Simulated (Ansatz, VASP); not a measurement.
# NiSn3 in VASP and in Ansatz

```
Sn Ni
1.0
     4.40871    0.00000    0.00000
     0.00000    4.40871    0.00000
     0.00000    0.00000    4.40871
Sn Ni
3 1
Direct
  0.00000 0.50000 0.50000
  0.50000 0.00000 0.50000
  0.50000 0.50000 0.00000
  0.00000 0.00000 0.00000
```

Alike in both runs: functional PBEsol; k mesh 10 × 10 × 10; occupations gaussian, width 0.1 eV; no spin polarisation.

Ansatz relaxed the structure, and its values are those at the end. VASP's run is a single point on that final structure, the one shown.

|  | VASP | Ansatz |
| --- | --- | --- |
| version | VASP 6.6.1 | Ansatz 0.2.0 |
| potentials or method | VASP PAW PBE potentials, release 64 (Sn_d, Ni), cutoff 520 eV | scalar-relativistic, plane waves, PAW |
| valence electrons in the cell | 52 | 60 |

```tsv
	VASP	Ansatz	Ansatz less VASP
gap on the k mesh at the Fermi level (eV)	none	none	-
pressure (GPa)	0.0	0.0	-0.02
```

VASP's potentials were made for PBE, not for PBEsol. A gap of «none» marks a metal or a gap that the smearing closes. The functional is the same, so the differences come from potentials, cutoffs and numerics. VASP's potentials hold 52 valence electrons a cell and Ansatz's 60, so a difference there can come from the potentials and not from the codes.
